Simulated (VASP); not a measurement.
# Si (P-4m2) in VASP: further runs

Si is run at these levels: LDA; tasks: single point.

Program: VASP 6.6.1. These are calculated values, not measurements. Logs are shortened: lines on timing, memory, paths and dates and some standing lists are left out, and cuts for length are marked.

### 1 The cell of the first run

The structure is tetragonal, space group P-4m2 (No. 115). Conventional cell: a = 3.820 Å, b = 3.820 Å, c = 5.780 Å, α = 90.00°, β = 90.00°, γ = 90.00°. Within 3.1 Å of Si (site symmetry 2mm) lie 4 Si at 2.35 to 2.44 Å. Within 3.2 Å of Si (site symmetry -4m2) lie 4 Si at 2.44 Å. Si (site symmetry -4m2) has 4 Si at 2.35 Å within 3.1 Å.

### 2 Single point, LDA (mode 6 frozen in at -0.066 Å, normal strain along x +0.0700)

File INCAR:

```
PREC = Accurate
ENCUT = 520
EDIFF = 1E-7
ISMEAR = 0
SIGMA = 0.05
LREAL = F
LASPH = T
NELM = 80
ALGO = Normal
ISIF = 2
LWAVE = F
LCHARG = T
LELF = T
LVHAR = T
NBANDS = 16
```

File KPOINTS:

```
Automatic mesh
0
Gamma
  10 10 6
```

File POSCAR:

```
Si
1.0
    0.0000000000     -2.7007989451     -2.7007989451
    0.0000000000      2.7007989451     -2.7007989451
    5.7797097425      0.0000000000      0.0000000000
Si
4
Direct
    0.5000000000      0.5000000000     -0.0122186067
    0.0000000000      0.0000000000      0.5122186067
    0.0000000000      0.5000000000      0.2500000000
    0.5000000000      0.0000000000      0.7500000000
```

Potentials or basis: VASP PAW LDA potentials, release 64 (Si).

Run with:

```
> cat potpaw_LDA.64/Si/POTCAR > POTCAR
> mpirun -np 1 vasp_std > vasp.out
```

OUTCAR:

```text
PREC = Accurate
   ENCUT = 520
   EDIFF = 1E-7
   ISMEAR = 0
   LREAL = F
   LASPH = T
   NELM = 80
   ISIF = 2

 ion  position               nearest neighbor table
   1  0.500  0.500  0.988-   4 2.35   4 2.35   3 2.44   3 2.44
   2  0.000  0.000  0.512-   4 2.35   4 2.35   3 2.44   3 2.44
   3  0.000  0.500  0.250-   1 2.44   2 2.44   2 2.44   1 2.44
   4  0.500  0.000  0.750-   1 2.35   2 2.35   1 2.35   2 2.35

  LATTYP: Found a simple tetragonal cell.
 ALAT       =     3.8195064974
 C/A-ratio  =     1.5132085117

  Lattice vectors:

 A1 = (   0.0000000000,  -2.7007989451,  -2.7007989451)
 A2 = (   0.0000000000,   2.7007989451,  -2.7007989451)
 A3 = (   5.7797097425,   0.0000000000,   0.0000000000)

Analysis of symmetry for initial positions (statically):
=====================================================================
 Subroutine PRICEL returns:
 Original cell was already a primitive cell.

 Routine SETGRP: Setting up the symmetry group for a
 simple tetragonal supercell.

 Subroutine GETGRP returns: Found  8 space group operations
 (whereof  4 operations were pure point group operations)
 out of a pool of 16 trial point group operations.

The static configuration has the point symmetry C_2v.
 The point group associated with its full space group is D_2d.

Analysis of symmetry for dynamics (positions and initial velocities):
=====================================================================
 Subroutine PRICEL returns:
 Original cell was already a primitive cell.

 Routine SETGRP: Setting up the symmetry group for a
 simple tetragonal supercell.

 Subroutine GETGRP returns: Found  8 space group operations
 (whereof  4 operations were pure point group operations)
 out of a pool of 16 trial point group operations.

The dynamic configuration has the point symmetry C_2v.
 The point group associated with its full space group is D_2d.

 Subroutine INISYM returns: Found  8 space group operations
 (whereof  4 operations are pure point group operations),
 and found     1 'primitive' translations

----------------------------------------------------------------------------------------

                                     Primitive cell

  volume of cell :      84.3180

  direct lattice vectors                    reciprocal lattice vectors
     0.000000000 -2.700798945 -2.700798945     0.000000000 -0.185130404 -0.185130404
     0.000000000  2.700798945 -2.700798945     0.000000000  0.185130404 -0.185130404
     5.779709742  0.000000000  0.000000000     0.173019069  0.000000000  0.000000000

  length of vectors
     3.819506497  3.819506497  5.779709742     0.261813928  0.261813928  0.173019069

  position of ions in fractional coordinates (direct lattice)
     0.500000000  0.500000000  0.987781393
     0.000000000  0.000000000  0.512218607
     0.000000000  0.500000000  0.250000000
     0.500000000  0.000000000  0.750000000

  ion indices of the primitive-cell ions
   primitive index   ion index
                 1           1
                 2           2
                 3           3
                 4           4

----------------------------------------------------------------------------------------

 KPOINTS: Automatic mesh

Automatic generation of k-mesh.
 Grid dimensions read from file:
 generate k-points for:   10   10    6

 Generating k-lattice:

  Cartesian coordinates                     Fractional coordinates (reciprocal lattice)
     0.000000000 -0.018513040 -0.018513040     0.100000000  0.000000000  0.000000000
     0.000000000  0.018513040 -0.018513040     0.000000000  0.100000000  0.000000000
     0.028836512  0.000000000  0.000000000     0.000000000  0.000000000  0.166666667

  Length of vectors
     0.026181393  0.026181393  0.028836512

  Shift w.r.t. Gamma in fractional coordinates (k-lattice)
     0.000000000  0.000000000  0.000000000

 Subroutine IBZKPT returns following result:
 ===========================================

 Found     84 irreducible k-points:

 Following reciprocal coordinates:
            Coordinates               Weight
  0.000000  0.000000  0.000000      1.000000
  0.100000  0.000000  0.000000      4.000000
  0.200000  0.000000  0.000000      4.000000
  0.300000  0.000000  0.000000      4.000000
  0.400000  0.000000  0.000000      4.000000
  0.500000  0.000000  0.000000      2.000000
[... 16 lines left out ...]
  0.100000  0.000000  0.166667      8.000000
  0.200000  0.000000  0.166667      8.000000
 [... further k-points ...]
   k-points           NKPTS =     84   k-points in BZ     NKDIM =     84   number of bands    NBANDS=     16
   number of dos      NEDOS =    301   number of ions     NIONS =      4
   total plane-waves  NPLWV =  37632
   dimension x,y,z NGX =    28 NGY =   28 NGZ =   48
   dimension x,y,z NGXF=    56 NGYF=   56 NGZF=   96
   ions per type =               4
   NGX,Y,Z   is equivalent  to a cutoff of  12.19, 12.19, 13.81 a.u.
   NGXF,Y,Z  is equivalent  to a cutoff of  24.37, 24.37, 27.61 a.u.
 SYSTEM =  unknown system
   PREC   = accura    normal or accurate (medium, high low for compatibility)
   ISTART =      0    job   : 0-new  1-cont  2-samecut
   ICHARG =      2    charge: 1-file 2-atom 10-const
   ISPIN  =      1    spin polarized calculation?
   LNONCOLLINEAR =      F non collinear calculations
   LSORBIT =      F    spin-orbit coupling
   LASPH  =      T    aspherical Exc in radial PAW
   ENCUT  =  520.0 eV  38.22 Ry    6.18 a.u.   7.10  7.10 10.75*2*pi/ulx,y,z
   NELM   =     80;   NELMIN=  2; NELMDL= -5     # of ELM steps
   EDIFF  = 0.1E-06   stopping-criterion for ELM
   LREAL  =      F    real-space projection
   EDIFFG = 0.1E-05   stopping-criterion for IOM
   NSW    =      0    number of steps for IOM
   IBRION =     -1    ionic relax: 0-MD 1-quasi-New 2-CG
   NFREE  =      0    steps in history (QN), initial steepest desc. (CG)
   ISIF   =      2    stress and relaxation
   ISYM   =      2    0-nonsym 1-usesym 2-fastsym
   POTIM  = 0.5000    time-step for ionic-motion
   TEBEG  =    0.0;   TEEND  =   0.0 temperature during run
   PSTRESS=    0.0 pullay stress
   NELECT =      16.0000    total number of electrons
   NUPDOWN=      -1.0000    fix difference up-down
   EMIN   =  10.00;   EMAX   =-10.00  energy-range for DOS
   EFERMI =   0.00;   METHOD = LEGACY
   ISMEAR =     0;   SIGMA  =   0.05  broadening in eV -4-tet -1-fermi 0-gaus
   EFERMI_NEDOS =   21; number of points for ismear=-14 and -15
   IALGO  =     38    algorithm
   IMIX   =      4    mixing-type and parameters
     AMIX     =   0.40;   BMIX     =  1.00
     AMIX_MAG =   1.60;   BMIX_MAG =  1.00
  volume/ion in A,a.u.               =      21.08       142.25
  Fermi-wavevector in a.u.,A,eV,Ry     =   0.940751  1.777761 12.041323  0.885012
  Thomas-Fermi vector in A             =   2.068194
   LORBIT       =      0    0 simple, 1 ext, 2 COOP (PROOUT), +10 PAW based schemes
   GGA     = CA    functional components
   LHFCALC =     F    Hartree Fock is set to
   AEXX    =    0.0000 exact exchange contribution
   IVDW    =     0    specifies the selected vdW correction
   LEPSILON=     F    determine dielectric tensor
   LRPA    =     F    only Hartree local field effects (RPA)
 non-spin polarized calculation
 Gauss-broadening in eV      SIGMA  =   0.05
  energy-cutoff  :      520.00
  volume of cell :       84.32
 maximum number of plane-waves:      2292
   NGX = 15   NGY = 15   NGZ = 21

 number of electron      16.0000000 magnetization

 Free energy of the ion-electron system (eV)
  ---------------------------------------------------
  ext. energy  EPLUGINS =         0.00000000
  ---------------------------------------------------
  free energy    TOTEN  =       -23.58051889 eV

  energy without entropy =      -23.58034509  energy(sigma->0) =      -23.58043199

 E-fermi :   5.4872     XC(G=0):  -9.4170

 val. band max:        5.4671248292   @ k =   0.5000   0.5000   0.0000
 cond. band min:       5.6101830439   @ k =   0.4000   0.4000   0.0000
 fundamental gap:      0.1430582147
 Fermi energy:         5.4872361688

 k-point     1 :       0.0000    0.0000    0.0000
  band No.  band energies     occupation
      1      -6.3770      2.00000
      2      -2.6319      2.00000
      3      -2.6229      2.00000
      4       2.8365      2.00000
      5       2.8365      2.00000
      6       4.9183      2.00000
[... 8 lines left out ...]
     15      12.3360      0.00000
     16      12.7265      0.00000

 k-point     2 :       0.1000    0.0000    0.0000
  band No.  band energies     occupation
      1      -6.2900      2.00000
      2      -2.6442      2.00000
      3      -2.5318      2.00000
      4       2.2895      2.00000
      5       2.9045      2.00000
      6       4.6243      2.00000
[... 8 lines left out ...]
     15      12.4030      0.00000
     16      13.0150      0.00000

 k-point     3 :       0.2000    0.0000    0.0000
  band No.  band energies     occupation
      1      -6.0319      2.00000
      2      -2.7486      2.00000
      3      -2.2464      2.00000
      4       1.4316      2.00000
      5       3.1038      2.00000
      6       3.2739      2.00000
[... 8 lines left out ...]
     15      12.1935      0.00000
     16      12.8220      0.00000

 k-point     4 :       0.3000    0.0000    0.0000
  band No.  band energies     occupation
      1      -5.6117      2.00000
      2      -3.0709      2.00000
      3      -1.7726      2.00000
      4       0.9228      2.00000
      5       1.9727      2.00000
      6       3.0497      2.00000
[... 8 lines left out ...]
     15      11.5756      0.00000
     16      12.0231      0.00000

 k-point     5 :       0.4000    0.0000    0.0000
  band No.  band energies     occupation
      1      -5.0515      2.00000
      2      -3.6459      2.00000
      3      -1.1143      2.00000
      4       0.6582      2.00000
      5       1.0866      2.00000
      6       2.1869      2.00000
[... 8 lines left out ...]
     15      10.8715      0.00000
     16      11.5902      0.00000

 k-point     6 :       0.5000    0.0000    0.0000
  band No.  band energies     occupation
      1      -4.5087      2.00000
      2      -4.2156      2.00000
      3      -0.3134      2.00000
      4      -0.2449      2.00000
      5       1.3642      2.00000
      6       1.5694      2.00000
[... 8 lines left out ...]
     15      10.6591      0.00000
     16      11.0725      0.00000

 k-point     7 :       0.1000    0.1000    0.0000
  band No.  band energies     occupation
      1      -6.2031      2.00000
      2      -2.5538      2.00000
      3      -2.5438      2.00000
      4       2.3591      2.00000
      5       2.3601      2.00000
      6       4.4256      2.00000
[... 8 lines left out ...]
     15      12.2131      0.00000
     16      12.8675      0.00000

 k-point     8 :       0.2000    0.1000    0.0000
  band No.  band energies     occupation
      1      -5.9448      2.00000
      2      -2.6541      2.00000
      3      -2.2637      2.00000
      4       1.5033      2.00000
      5       2.5634      2.00000
      6       3.2216      2.00000
[... 8 lines left out ...]
     15      11.9038      0.00000
     16      12.1105      0.00000

 k-point     9 :       0.3000    0.1000    0.0000
  band No.  band energies     occupation
      1      -5.5243      2.00000
      2      -2.9784      2.00000
      3      -1.7909      2.00000
      4       0.9929      2.00000
      5       1.9399      2.00000
      6       2.8880      2.00000
[... 8 lines left out ...]
     15      11.1528      0.00000
     16      11.3036      0.00000
[... 172 lines left out ...]
 k-point    19 :       0.4000    0.4000    0.0000
  band No.  band energies     occupation
      1      -3.7011      2.00000
      2      -2.2576      2.00000
      3      -2.2338      2.00000
      4      -0.6861      2.00000
      5       1.9772      2.00000
      6       2.0275      2.00000
[... 8 lines left out ...]
     15      13.9075      0.00000
     16      14.0559      0.00000

 k-point    20 :       0.5000    0.4000    0.0000
  band No.  band energies     occupation
      1      -3.1220      2.00000
      2      -2.8675      2.00000
      3      -1.5854      2.00000
      4      -1.4224      2.00000
      5       2.2108      2.00000
      6       2.2642      2.00000
[... 8 lines left out ...]
     15      14.1980      0.00000
     16      14.3802      0.00000

 k-point    21 :       0.5000    0.5000    0.0000
  band No.  band energies     occupation
      1      -2.4935      2.00000
      2      -2.2820      2.00000
      3      -2.2820      2.00000
      4      -2.0483      2.00000
      5       2.2845      2.00000
      6       2.4057      2.00000
[... 8 lines left out ...]
     15      14.3538      0.00000
     16      14.6333      0.00000

 k-point    22 :       0.0000    0.0000    0.1667
  band No.  band energies     occupation
      1      -6.2728      2.00000
      2      -3.7168      2.00000
      3      -1.3868      2.00000
      4       2.9277      2.00000
      5       2.9277      2.00000
      6       4.1996      2.00000
[... 8 lines left out ...]
     15      11.4850      0.00000
     16      13.1687      0.00000

 k-point    23 :       0.1000    0.0000    0.1667
  band No.  band energies     occupation
      1      -6.1866      2.00000
      2      -3.6574      2.00000
      3      -1.3845      2.00000
      4       2.3999      2.00000
      5       2.9942      2.00000
      6       3.6637      2.00000
[... 8 lines left out ...]
     15      11.6333      0.00000
     16      12.9858      0.00000

 k-point    24 :       0.2000    0.0000    0.1667
  band No.  band energies     occupation
      1      -5.9309      2.00000
      2      -3.5133      2.00000
      3      -1.4190      2.00000
      4       1.6073      2.00000
      5       2.5385      2.00000
      6       3.1885      2.00000
[... 8 lines left out ...]
     15      11.8096      0.00000
     16      12.1346      0.00000

 [... further k-points ...]
[... 5 lines left out ...]
  --------------------------------------------------------------------------------------
  -------------------------------------------------------------------------------------
  Total       -5.4678638     -1.5874022     -1.5874022      0.0000000      0.0000000      0.0000000
  in kB     -103.8981310    -30.1631725    -30.1631725      0.0000000      0.0000000      0.0000000
  external PRESSURE =     -54.7414920 kB  Pullay stress =       0.0000000 kB

 VOLUME and BASIS-vectors are now :
 -----------------------------------------------------------------------------
  energy-cutoff  :      520.00
  volume of cell :       84.32
      direct lattice vectors                 reciprocal lattice vectors
     0.000000000 -2.700798945 -2.700798945     0.000000000 -0.185130404 -0.185130404
     0.000000000  2.700798945 -2.700798945     0.000000000  0.185130404 -0.185130404
     5.779709742  0.000000000  0.000000000     0.173019069  0.000000000  0.000000000

 POSITION                                       TOTAL-FORCE (eV/Angst)
 -----------------------------------------------------------------------------------
      5.70909      0.00000     -2.70080         1.061200      0.000000     -0.000000
      2.96047      0.00000      0.00000        -1.061200     -0.000000      0.000000
      1.44493      1.35040     -1.35040        -0.000000      0.000000     -0.000000
      4.33478     -1.35040     -1.35040         0.000000     -0.000000     -0.000000
 -----------------------------------------------------------------------------------
    total drift:                                0.000000      0.000000     -0.000000

  FREE ENERGIE OF THE ION-ELECTRON SYSTEM (eV)
  ---------------------------------------------------
  free  energy   TOTEN  =       -23.5805188906 eV

  energy  without entropy=      -23.5803450915  energy(sigma->0) =      -23.58043199
```

Wall time 39 s (1 thread of AMD EPYC 9R45 (Zen 5), shared host); peak memory 0.17 GiB.

Results:

- Free energy: -23.5805 eV
- Pressure: -5.5 GPa
- Largest force: 1.061 eV/Å

Forces on the atoms (eV/Å):
```
Si   1.061  0.000  0.000
Si  -1.061  0.000  0.000
Si   0.000  0.000  0.000
Si   0.000  0.000  0.000
```

Caveat: the cell differs from its parent crystal (mode 6 frozen in at -0.066 Å, normal strain along x +0.0700); forces of over 1 eV/Å act on the atoms, so gaps and moduli don't describe the material at rest.

### 3 Single point, LDA (mode 6 frozen in at -0.099 Å, normal strain along x +0.0700)

File INCAR:

```
SYSTEM = Si
PREC     = Accurate       ! precision mode
ENCUT    = 520            ! plane-wave cutoff, eV
EDIFF    = 1E-7           ! SCF threshold, eV
ISMEAR   = 0              ! smearing method
SIGMA    = 0.05           ! smearing width, eV
LREAL    = .FALSE.        ! projectors in reciprocal space
LASPH    = .TRUE.         ! aspherical terms in the spheres
NELM     = 100            ! most SCF steps
ALGO     = Normal         ! electronic algorithm
ISIF     = 2              ! what is computed and relaxed
LWAVE    = .FALSE.        ! write WAVECAR
LCHARG   = .FALSE.        ! write CHGCAR
NBANDS   = 16             ! bands
```

File KPOINTS:

```
Automatic mesh
0
G
  10 10 6
  0 0 0
```

Edit POSCAR of step 2 so:

```diff
@@ -8,4 +8,4 @@
 Direct
-    0.5000000000      0.5000000000     -0.0122186067
-    0.0000000000      0.0000000000      0.5122186067
+    0.5000000000      0.5000000000     -0.0183279100
+    0.0000000000      0.0000000000      0.5183279100
     0.0000000000      0.5000000000      0.2500000000
```

Potentials or basis: VASP PAW LDA potentials, release 64 (Si).

Run with:

```
> cat potpaw_LDA.64/Si/POTCAR > POTCAR
> mpirun -np 1 vasp_std > vasp.out
```

Run time: 36 s. Hardware: 1 thread of AMD EPYC 9R45 (Zen 5), shared host; peak memory 0.17 GiB.

The run converged. Its results:

```
Free energy            : -23.4871 eV
Pressure               : -5.2 GPa
Largest force          : 1.583 eV/Å
Band gap on the k mesh : zero (band 8 reaches 5.49 eV, above the bottom of band 9 at 5.30 eV)
```

Forces in eV/Å, atoms in the order of the input:
```
Si   1.583  0.000  0.000
Si  -1.583  0.000  0.000
Si   0.000  0.000  0.000
Si   0.000  0.000  0.000
```

Stress tensor (GPa, compression positive):
```
-10.31   0.00   0.00
  0.00  -2.64   0.00
  0.00   0.00  -2.64
```

Levels at points of the mesh, in eV from the Fermi level:
```
           k point  band 4  band 5  band 6  band 7  band 8  band 9  band 10  band 11  band 12  band 13
(0.00, 0.00, 0.00)   -2.73   -2.73   -0.61   -0.02   -0.02    0.75     0.76     2.20     2.20     2.29
(0.50, 0.00, 0.00)   -5.74   -4.17   -3.87   -1.58   -0.80    2.14     2.77     4.22     4.24     4.26
(0.50, 0.50, 0.00)   -7.46   -3.27   -3.09   -3.09   -2.93   -0.21     0.29     0.29     0.75     8.49
(0.00, 0.00, 0.50)   -3.96   -2.22   -2.22   -1.37   -1.37    0.94     1.28     2.70     3.01     4.98
(0.50, 0.00, 0.50)   -6.83   -1.71   -1.66   -1.51   -0.68    0.69     0.97     2.64     3.08     3.34
(0.50, 0.50, 0.50)   -7.31   -3.92   -3.89   -3.87   -3.87    3.15     3.48     3.48     3.66     3.77
```

Caveat: the cell differs from its parent crystal (mode 6 frozen in at -0.099 Å, normal strain along x +0.0700); forces of over 1 eV/Å act on the atoms, so gaps and moduli don't describe the material at rest.

[end of part 1 of 2]
